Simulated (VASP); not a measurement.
**P: single point with PBEsol**

The system is P.

```
P
1.0
     4.40109    0.00000    0.00000
     0.00000    4.40109    0.00000
     0.00000    0.00000    4.24666
P
1
Direct
  0.00000 0.00000 0.00000
```

This cell differs from its parent crystal: strain +0.030 along x and y, -0.030 along z.

| Item | Value |
| --- | --- |
| Program | VASP 6.6.1 |
| Task | single point |
| Functional | PBEsol |
| Potentials or basis | VASP PAW PBE potentials, release 64 (P) |
| Cutoff | 500 eV |
| k mesh | 12 × 12 × 12 |
| Occupations | gaussian, width 0.15 eV |
| Spin | no spin polarisation |
| Dipole correction | no |
| Further INCAR settings | ALGO = Normal; EDIFF = 1e-06; NBANDS = 8 |

```
Pressure : -3.6 GPa
```

Stress tensor (GPa, compression positive):
```
-3.41  0.00  0.00
 0.00 -3.41  0.00
 0.00  0.00 -4.00
```

Levels at points of the mesh, in eV from the Fermi level:
| k point | band 1 | band 2 | band 3 | band 4 | band 5 | band 6 | band 7 |
| --- | --- | --- | --- | --- | --- | --- | --- |
| (0.00, 0.00, 0.00) | -8.71 | 0.44 | 0.44 | 0.60 | 4.60 | 7.41 | 7.53 |
| (0.50, 0.00, 0.00) | -8.58 | -0.75 | 0.56 | 0.71 | 6.42 | 7.41 | 8.13 |
| (0.50, 0.50, 0.00) | -8.45 | -0.50 | -0.50 | 0.82 | 5.86 | 8.05 | 9.52 |
| (0.00, 0.00, 0.50) | -8.53 | -0.82 | 0.60 | 0.60 | 6.49 | 7.53 | 8.18 |
| (0.50, 0.00, 0.50) | -8.41 | -0.57 | -0.44 | 0.71 | 5.88 | 8.06 | 9.55 |
| (0.50, 0.50, 0.50) | -8.29 | -0.37 | -0.24 | -0.24 | 6.89 | 6.89 | 7.03 |

It took 42 s on 1 thread of Intel(R) Xeon(R) Platinum 8375C CPU @ 2.90GHz (Ice Lake), on a shared host, peak memory 0.24 GiB.

Caveat: the cell differs from its parent crystal (strain +0.030 along x and y, -0.030 along z); the PAW data sets were made with another functional, which shifts forces and pressure a little.
